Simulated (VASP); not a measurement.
**Be3AgRh4: single point with PBE**

Be3AgRh4:

```
CELL_PARAMETERS angstrom
2.75280 0.00034 0.00028
-1.37611 2.38352 0.00009
0.00124 0.00213 15.15657
ATOMIC_POSITIONS crystal
Be 0.66627 0.33335 0.50000
Be 0.33413 0.66736 0.27108
Be 0.33292 0.66625 0.72891
Ag 0.66610 0.33319 0.00000
Rh 0.00127 0.00118 0.16087
Rh 0.99937 0.99949 0.61367
Rh 0.00088 0.00064 0.38634
Rh 0.99905 0.99854 0.83913
```

| Quantity | Value |
| --- | --- |
| Program | VASP 6.6.1 |
| Task | single point |
| Functional | PBE |
| Potentials or basis | VASP PAW PBE potentials, release 64 (Be, Ag, Rh_pv) |
| Cutoff | 520 eV |
| k mesh | 12 × 12 × 2 |
| Occupations | gaussian, width 0.2 eV |
| Spin | no spin polarisation |

```yaml
Pressure: 0.0 GPa
Largest_force: 0.013 eV/Å
```

Forces on the atoms (eV/Å):
```
Be   0.003  0.000  0.001
Be   0.001  0.001  0.005
Be   0.000 -0.003 -0.003
Ag   0.001  0.000 -0.001
Rh  -0.002 -0.003 -0.012
Rh   0.001  0.002 -0.002
Rh  -0.004 -0.002 -0.001
Rh  -0.001  0.005  0.012
```

Levels at points of the mesh, in eV from the Fermi level:
```tsv
k point	band 35	band 36	band 37	band 38	band 39	band 40
(0.00, 0.00, 0.00)	-0.64	-0.64	-0.46	-0.46	-0.44	-0.16
(0.50, 0.00, 0.00)	0.14	0.27	0.88	0.88	1.02	1.02
(0.00, 0.50, 0.00)	0.14	0.27	0.88	0.89	1.02	1.02
(0.50, 0.50, 0.00)	0.14	0.27	0.88	0.89	1.02	1.02
(0.00, 0.00, 0.50)	-0.89	-0.64	-0.64	-0.46	-0.46	-0.15
(0.50, 0.00, 0.50)	0.13	0.88	0.88	1.02	1.02	1.05
(0.00, 0.50, 0.50)	0.13	0.88	0.89	1.02	1.02	1.05
(0.50, 0.50, 0.50)	0.13	0.88	0.89	1.02	1.02	1.05
```

It took 14 min on 1 thread of Intel(R) Xeon(R) Platinum 8259CL CPU @ 2.50GHz (Skylake/Cascade Lake), with other jobs on the host, peak memory 0.64 GiB.
